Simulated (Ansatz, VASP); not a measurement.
MgO in VASP and in Ansatz

```
CELL_PARAMETERS angstrom
3.00795 0.00000 0.00000
0.00000 3.00795 0.00000
0.00000 0.00000 18.12690
ATOMIC_POSITIONS crystal
Mg 0.00000 0.00000 0.44296
Mg 0.50000 0.50000 0.55704
O 0.50000 0.50000 0.43966
O 0.00000 0.00000 0.56034
```

Alike in both runs: functional PBE; k mesh 10 × 10 × 1; occupations fermi-dirac, width 0.02 eV; no spin polarisation.

Ansatz relaxed the structure, and its values are those at the end. VASP's run is a single point on that final structure, the one shown.

|  | VASP | Ansatz |
| --- | --- | --- |
| version | VASP 6.6.1 | Ansatz 0.2.0 |
| potentials or method | VASP PAW PBE potentials, release 64 (Mg, O) | PAW with Ansatz's default frozen-core files, scalar-relativistic |
| plane-wave cutoff (eV) | 520 | 420 |
| valence electrons in the cell | 16 | 32 |

|  | VASP | Ansatz | Ansatz less VASP |
| --- | --- | --- | --- |
| gap on the k mesh at the Fermi level (eV) | 3.28 | 3.30 | +0.016 |
| rms of the force components (eV/Å) | 0.012 | 0.005 | -0.0070 |

With one functional, cell and mesh, what is left measures potentials, basis and numerics. VASP's potentials hold 16 valence electrons a cell and Ansatz's 32, so a difference there can come from the potentials and not from the codes. Ansatz's warnings: stress scf threshold loose.
